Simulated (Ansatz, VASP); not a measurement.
# ZnO: VASP beside Ansatz

The input INCAR:

```
  PREC = Accurate
  ENCUT = 600
  EDIFF = 1E-6
  ISMEAR = 0
  SIGMA = 0.02
  LREAL = F
  LASPH = T
  NELM = 80
  ALGO = Normal
  ISIF = 3
  LWAVE = F
  LCHARG = F
  GGA = PE
  IBRION = 2
  NSW = 100
  EDIFFG = -0.005
```

Contents of KPOINTS:

```
regular mesh
0
Gamma
  12 12 6
```

File POSCAR:

```
ZnO
1.0
    3.3240195194      0.0000000000      0.0000000000
   -1.6620097597      2.8786853465      0.0000000000
    0.0000000000      0.0000000000      5.1319182832
Zn O
2 2
Direct
    0.3333333333      0.6666666667      0.0061832440
    0.6666666667      0.3333333333      0.5061832440
    0.3333333333      0.6666666667      0.3984167560
    0.6666666667      0.3333333333      0.8984167560
```

Input for Ansatz:

```yaml
crystal:
  lattice:
    - [3.3240195194, 0.0, 0.0]
    - [-1.6620097597, 2.8786853465, 0.0]
    - [0.0, 0.0, 5.1319182832]
  atoms:
    - { symbol: Zn, position: [0.3333333333, 0.6666666667, 0.006183244] }
    - { symbol: Zn, position: [0.6666666667, 0.3333333333, 0.506183244] }
    - { symbol: O, position: [0.3333333333, 0.6666666667, 0.398416756] }
    - { symbol: O, position: [0.6666666667, 0.3333333333, 0.898416756] }
basis:
  ecutwfc: 420
kpoints:
  mp_grid: { grid: [12, 12, 6] }
hamiltonian:
  xc: pbe
scf:
  occupations: { method: gaussian, width: 0.02 }
output:
  forces: true
  stress: true
  eigenvalues: true
relax:
  adjacent_minimum: "off"
  f_tol: 0.005
  max_steps: 80
  cell: { stress_tol: 0.05 }
```

Alike in both runs: task relaxation of cell and atoms; functional PBE; k mesh 12 × 12 × 6; occupations gaussian, width 0.02 eV; no spin polarisation.

|  | VASP | Ansatz |
| --- | --- | --- |
| version | VASP 6.6.1 | Ansatz 0.2.0 |
| potentials or method | VASP PAW PBE potentials, release 64 (Zn, O), cutoff 600 eV | scalar-relativistic, plane waves, PAW |
| valence electrons in the cell | 36 | 36 |

|  | VASP | Ansatz | Ansatz less VASP |
| --- | --- | --- | --- |
| gap on the k mesh at the Fermi level, each at its own relaxed structure (eV) | 0.72 | 0.74 | +0.025 |
| relaxed volume (Å³/atom) | 12.40 | 12.33 | -0.075 |
| relaxed cell length with the largest relative difference (Å) | 5.304 | 5.292 | -0.0118 |
